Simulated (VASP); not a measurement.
# Nb (Im-3m) in VASP: notebook

The runs below take Nb through single point, relaxation of cell and atoms, with LDA.

Everything below comes from runs of VASP 6.6.1. Logs are shortened: lines on timing, memory, paths and dates and some standing lists are left out, and cuts for length are marked.

## Step 1: The cell of the first run

Symmetry: Im-3m, No. 229, cubic system. The conventional cell has a = 3.318 Å, b = 3.318 Å, c = 3.318 Å, α = 90.00°, β = 90.00°, γ = 90.00°. Within 3.8 Å of Nb (site symmetry m-3m) lie 14 Nb at 2.87 to 3.32 Å.

## Step 2: Single point, LDA

File INCAR:

```
SYSTEM = Nb
ALGO = Fast
EDIFF = 1E-6
ENCUT = 520
ISIF = 2
ISMEAR = 0
LASPH = .True.
LCHARG = .False.
LREAL = .False.
LWAVE = .False.
NBANDS = 12
NELM = 100
PREC = Accurate
SIGMA = 0.1
```

File KPOINTS:

```
k-points
0
Gamma
  8 8 8
  0 0 0
```

File POSCAR:

```
Nb
1.0
   -1.6588161900      1.6588161900      1.6588161900
    1.6588161900     -1.6588161900      1.6588161900
    1.6588161900      1.6588161900     -1.6588161900
Nb
1
Direct
    0.0000000000      0.0000000000      0.0000000000
```

Potentials or basis: VASP PAW LDA potentials, release 64 (Nb_sv).

The run is started by

```
$ cat potpaw_LDA.64/Nb_sv/POTCAR > POTCAR
$ mpirun -np 1 vasp_std > vasp.out
```

OUTCAR:

```text
SYSTEM = Nb
   EDIFF = 1E-6
   ENCUT = 520
   ISIF = 2
   ISMEAR = 0
   LASPH = .True.
   LREAL = .False.
   NELM = 100
   PREC = Accurate

 ion  position               nearest neighbor table
   1  0.000  0.000  0.000-

  LATTYP: Found a body centered cubic cell.
 ALAT       =     3.3176323800

  Lattice vectors:

 A1 = (  -1.6588161900,   1.6588161900,   1.6588161900)
 A2 = (   1.6588161900,  -1.6588161900,   1.6588161900)
 A3 = (   1.6588161900,   1.6588161900,  -1.6588161900)

Analysis of symmetry for initial positions (statically):
=====================================================================
 Subroutine PRICEL returns:
 Original cell was already a primitive cell.

 Routine SETGRP: Setting up the symmetry group for a
 body centered cubic supercell.

 Subroutine GETGRP returns: Found 48 space group operations
 (whereof 48 operations were pure point group operations)
 out of a pool of 48 trial point group operations.

The static configuration has the point symmetry O_h .

Analysis of symmetry for dynamics (positions and initial velocities):
=====================================================================
 Subroutine PRICEL returns:
 Original cell was already a primitive cell.

 Routine SETGRP: Setting up the symmetry group for a
 body centered cubic supercell.

 Subroutine GETGRP returns: Found 48 space group operations
 (whereof 48 operations were pure point group operations)
 out of a pool of 48 trial point group operations.

The dynamic configuration has the point symmetry O_h .

 Subroutine INISYM returns: Found 48 space group operations
 (whereof 48 operations are pure point group operations),
 and found     1 'primitive' translations

----------------------------------------------------------------------------------------

                                     Primitive cell

  volume of cell :      18.2581

  direct lattice vectors                    reciprocal lattice vectors
    -1.658816190  1.658816190  1.658816190     0.000000000  0.301419773  0.301419773
     1.658816190 -1.658816190  1.658816190     0.301419773  0.000000000  0.301419773
     1.658816190  1.658816190 -1.658816190     0.301419773  0.301419773  0.000000000

  length of vectors
     2.873153921  2.873153921  2.873153921     0.426271931  0.426271931  0.426271931

  position of ions in fractional coordinates (direct lattice)
     0.000000000  0.000000000  0.000000000

  ion indices of the primitive-cell ions
   primitive index   ion index
                 1           1

----------------------------------------------------------------------------------------

 KPOINTS: k-points

Automatic generation of k-mesh.
 Grid dimensions read from file:
 generate k-points for:    8    8    8

 Generating k-lattice:

  Cartesian coordinates                     Fractional coordinates (reciprocal lattice)
     0.000000000  0.037677472  0.037677472     0.125000000  0.000000000  0.000000000
     0.037677472  0.000000000  0.037677472     0.000000000  0.125000000  0.000000000
     0.037677472  0.037677472  0.000000000     0.000000000  0.000000000  0.125000000

  Length of vectors
     0.053283991  0.053283991  0.053283991

  Shift w.r.t. Gamma in fractional coordinates (k-lattice)
     0.000000000  0.000000000  0.000000000

 Subroutine IBZKPT returns following result:
 ===========================================

 Found     29 irreducible k-points:

 Following reciprocal coordinates:
            Coordinates               Weight
  0.000000  0.000000  0.000000      1.000000
  0.125000  0.000000  0.000000     12.000000
  0.250000  0.000000  0.000000     12.000000
  0.375000  0.000000  0.000000     12.000000
  0.500000  0.000000  0.000000      6.000000
  0.125000  0.125000  0.000000     24.000000
[... 16 lines left out ...]
 -0.250000  0.250000  0.250000      6.000000
 -0.375000  0.375000  0.250000     24.000000
 [... further k-points ...]
   k-points           NKPTS =     29   k-points in BZ     NKDIM =     29   number of bands    NBANDS=     12
   number of dos      NEDOS =    301   number of ions     NIONS =      1
   total plane-waves  NPLWV =  13824
   dimension x,y,z NGX =    24 NGY =   24 NGZ =   24
   dimension x,y,z NGXF=    48 NGYF=   48 NGZF=   48
   ions per type =               1
   NGX,Y,Z   is equivalent  to a cutoff of  13.89, 13.89, 13.89 a.u.
   NGXF,Y,Z  is equivalent  to a cutoff of  27.77, 27.77, 27.77 a.u.
 SYSTEM =  Nb
   PREC   = accura    normal or accurate (medium, high low for compatibility)
   ISTART =      0    job   : 0-new  1-cont  2-samecut
   ICHARG =      2    charge: 1-file 2-atom 10-const
   ISPIN  =      1    spin polarized calculation?
   LNONCOLLINEAR =      F non collinear calculations
   LSORBIT =      F    spin-orbit coupling
   LASPH  =      T    aspherical Exc in radial PAW
   ENCUT  =  520.0 eV  38.22 Ry    6.18 a.u.   5.34  5.34  5.34*2*pi/ulx,y,z
   NELM   =    100;   NELMIN=  2; NELMDL= -5     # of ELM steps
   EDIFF  = 0.1E-05   stopping-criterion for ELM
   LREAL  =      F    real-space projection
   EDIFFG = 0.1E-04   stopping-criterion for IOM
   NSW    =      0    number of steps for IOM
   IBRION =     -1    ionic relax: 0-MD 1-quasi-New 2-CG
   NFREE  =      0    steps in history (QN), initial steepest desc. (CG)
   ISIF   =      2    stress and relaxation
   ISYM   =      2    0-nonsym 1-usesym 2-fastsym
   POTIM  = 0.5000    time-step for ionic-motion
   TEBEG  =    0.0;   TEEND  =   0.0 temperature during run
   PSTRESS=    0.0 pullay stress
   NELECT =      13.0000    total number of electrons
   NUPDOWN=      -1.0000    fix difference up-down
   EMIN   =  10.00;   EMAX   =-10.00  energy-range for DOS
   EFERMI =   0.00;   METHOD = LEGACY
   ISMEAR =     0;   SIGMA  =   0.10  broadening in eV -4-tet -1-fermi 0-gaus
   EFERMI_NEDOS =   21; number of points for ismear=-14 and -15
   IALGO  =     68    algorithm
   IMIX   =      4    mixing-type and parameters
     AMIX     =   0.40;   BMIX     =  1.00
     AMIX_MAG =   1.60;   BMIX_MAG =  1.00
  volume/ion in A,a.u.               =      18.26       123.21
  Fermi-wavevector in a.u.,A,eV,Ry     =   1.461855  2.762506 29.075930  2.137021
  Thomas-Fermi vector in A             =   2.578137
   LORBIT       =      0    0 simple, 1 ext, 2 COOP (PROOUT), +10 PAW based schemes
   GGA     = CA    functional components
   LHFCALC =     F    Hartree Fock is set to
   AEXX    =    0.0000 exact exchange contribution
   IVDW    =     0    specifies the selected vdW correction
   LEPSILON=     F    determine dielectric tensor
   LRPA    =     F    only Hartree local field effects (RPA)
 non-spin polarized calculation
 RMM-DIIS sequential band-by-band and
 Gauss-broadening in eV      SIGMA  =   0.10
  energy-cutoff  :      520.00
  volume of cell :       18.26
 maximum number of plane-waves:       531
 NGX is ok and might be reduce to    24
   NGX = 11   NGY = 11   NGZ = 11

 number of electron      12.9999999 magnetization

 Free energy of the ion-electron system (eV)
  ---------------------------------------------------
  ext. energy  EPLUGINS =         0.00000000
  ---------------------------------------------------
  free energy    TOTEN  =       -11.24396514 eV

  energy without entropy =      -11.23700290  energy(sigma->0) =      -11.24048402

 E-fermi :  10.6580     XC(G=0): -12.6492

 val. band max:       10.6087615758   @ k =   0.3750   0.2500   0.0000
 cond. band min:      10.6834757547   @ k =   0.2500   0.0000   0.0000
 fundamental gap:      0.0747141789
 Fermi energy:        10.6580408425

 k-point     1 :       0.0000    0.0000    0.0000
  band No.  band energies     occupation
      1     -43.3124      2.00000
      2     -18.7888      2.00000
      3     -18.7888      2.00000
      4     -18.7888      2.00000
      5       4.8990      2.00000
      6      11.1245      0.00000
      7      11.1245      0.00000
      8      11.1245      0.00000
      9      13.9843      0.00000
     10      13.9843      0.00000
     11      25.0059      0.00000
     12      25.0059      0.00000

 k-point     2 :       0.1250    0.0000    0.0000
  band No.  band energies     occupation
      1     -43.2782      2.00000
      2     -18.9950      2.00000
      3     -18.8519      2.00000
      4     -18.7904      2.00000
      5       5.5107      2.00000
      6      10.7642      0.13334
      7      11.0037      0.00000
      8      11.7266      0.00000
      9      13.5446      0.00000
     10      13.9964      0.00000
     11      25.4330      0.00000
     12      26.0761      0.00000

 k-point     3 :       0.2500    0.0000    0.0000
  band No.  band energies     occupation
      1     -43.1948      2.00000
      2     -19.4728      2.00000
      3     -19.0012      2.00000
      4     -18.7945      2.00000
      5       6.8223      2.00000
      6      10.0138      2.00000
      7      10.6835      0.71907
      8      13.4108      0.00000
      9      13.4792      0.00000
     10      14.1348      0.00000
     11      25.1154      0.00000
     12      26.6119      0.00000
[... 286 lines left out ...]
 k-point    23 :      -0.2500    0.2500    0.2500
  band No.  band energies     occupation
      1     -43.0942      2.00000
      2     -19.4994      2.00000
      3     -19.2328      2.00000
      4     -19.2328      2.00000
      5       8.3085      2.00000
      6       9.7329      2.00000
      7      11.7265      0.00000
      8      11.7265      0.00000
      9      13.2486      0.00000
     10      15.3976      0.00000
     11      25.3399      0.00000
     12      28.8142      0.00000

 k-point    24 :      -0.3750    0.3750    0.2500
  band No.  band energies     occupation
      1     -43.0220      2.00000
      2     -19.7678      2.00000
      3     -19.3908      2.00000
      4     -19.2732      2.00000
      5       8.4502      2.00000
      6       8.9586      2.00000
      7      11.7265      0.00000
      8      12.4676      0.00000
      9      15.1811      0.00000
     10      16.4894      0.00000
     11      24.4078      0.00000
     12      26.2335      0.00000

 [... further k-points ...]

------------------------ aborting loop because EDIFF is reached ----------------------------------------

  FORCE on cell =-STRESS in cart. coord.  units (eV):
  Direction    XX          YY          ZZ          XY          YZ          ZX
  --------------------------------------------------------------------------------------
  -------------------------------------------------------------------------------------
  Total       -1.2060567     -1.2060567     -1.2060567     -0.0000000      0.0000000     -0.0000000
  in kB     -105.8335920   -105.8335920   -105.8335920     -0.0000000      0.0000000     -0.0000000
  external PRESSURE =    -105.8335920 kB  Pullay stress =       0.0000000 kB

 VOLUME and BASIS-vectors are now :
 -----------------------------------------------------------------------------
  energy-cutoff  :      520.00
  volume of cell :       18.26
      direct lattice vectors                 reciprocal lattice vectors
    -1.658816190  1.658816190  1.658816190     0.000000000  0.301419773  0.301419773
     1.658816190 -1.658816190  1.658816190     0.301419773  0.000000000  0.301419773
     1.658816190  1.658816190 -1.658816190     0.301419773  0.301419773  0.000000000

 POSITION                                       TOTAL-FORCE (eV/Angst)
 -----------------------------------------------------------------------------------
      0.00000      0.00000      0.00000        -0.000000     -0.000000     -0.000000
 -----------------------------------------------------------------------------------
    total drift:                               -0.000000     -0.000000     -0.000000

  FREE ENERGIE OF THE ION-ELECTRON SYSTEM (eV)
  ---------------------------------------------------
  free  energy   TOTEN  =       -11.2439651393 eV

  energy  without entropy=      -11.2370029020  energy(sigma->0) =      -11.24048402
```

It took 19 s on 1 thread of AMD EPYC 7R13, shared host; peak memory 0.1 GiB.

What came out:

- Free energy: -11.2440 eV
- Pressure: -10.6 GPa
- Band gap on the k mesh: zero (an odd number of electrons rules out a gap without spin polarisation)

Caveat: the cell stands under tension.

[end of part 1 of 2]
